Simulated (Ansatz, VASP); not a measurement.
## BiH5 in VASP and in Ansatz

Contents of INCAR:

```
PREC = Accurate
ENCUT = 520
EDIFF = 1E-6
ISMEAR = 0
SIGMA = 0.01
LREAL = F
LASPH = T
NELM = 100
ALGO = Normal
ISIF = 2
LWAVE = F
LCHARG = F
GGA = PE
NBANDS = 19
```

Contents of KPOINTS:

```
regular mesh
0
Gamma
  1 1 1
```

Contents of POSCAR:

```
BiH5
1.0
   12.1100000000      0.0000000000      0.0000000000
    0.0000000000     12.7300000000      0.0000000000
    0.0000000000      0.0000000000     11.7000000000
Bi H
1 5
Direct
    0.5001643300      0.5001798900      0.4613803400
    0.5001643300      0.5001798900      0.6150564100
    0.6287349300      0.5001798900      0.3846153800
    0.5001643300      0.6468641000      0.4614136800
    0.3715937200      0.5001798900      0.3846153800
    0.5001643300      0.3534956800      0.4614136800
```

Input for Ansatz:

```yaml
crystal:
  lattice:
    - [12.11, 0.0, 0.0]
    - [0.0, 12.73, 0.0]
    - [0.0, 0.0, 11.7]
  atoms:
    - { symbol: Bi, position: [0.50016433, 0.50017989, 0.46138034] }
    - { symbol: H, position: [0.50016433, 0.50017989, 0.61505641] }
    - { symbol: H, position: [0.62873493, 0.50017989, 0.38461538] }
    - { symbol: H, position: [0.50016433, 0.6468641, 0.46141368] }
    - { symbol: H, position: [0.37159372, 0.50017989, 0.38461538] }
    - { symbol: H, position: [0.50016433, 0.35349568, 0.46141368] }
basis:
  ecutwfc: 420
  ecutrho_ratio: 4
kpoints:
  mp_grid: { grid: [1, 1, 1] }
hamiltonian:
  xc: pbe
scf:
  occupations: { method: gaussian, width: 0.01 }
output:
  forces: true
  eigenvalues: true
  populations: true
```

Alike in both runs: task single point; functional PBE; k mesh 1 × 1 × 1; occupations gaussian, width 0.01 eV; no spin polarisation.

```csv
,VASP,Ansatz
version,VASP 6.6.1,Ansatz 0.2.0
potentials or method,"VASP PAW PBE potentials, release 64 (Bi_d, H), cutoff 520 eV","scalar-relativistic, plane waves, PAW"
valence electrons in the cell,20,20
```

|  | VASP | Ansatz | Ansatz less VASP |
| --- | --- | --- | --- |
| gap on the k mesh at the Fermi level (eV) | 2.35 | 2.36 | +0.010 |
| rms of the force components (eV/Å) | 0.085 | 0.087 | +0.0024 |

Atom by atom the forces differ by 0.004 eV/Å (rms over components). With one functional, cell and mesh, what is left measures potentials, basis and numerics.

Neither program's run includes spin-orbit coupling.
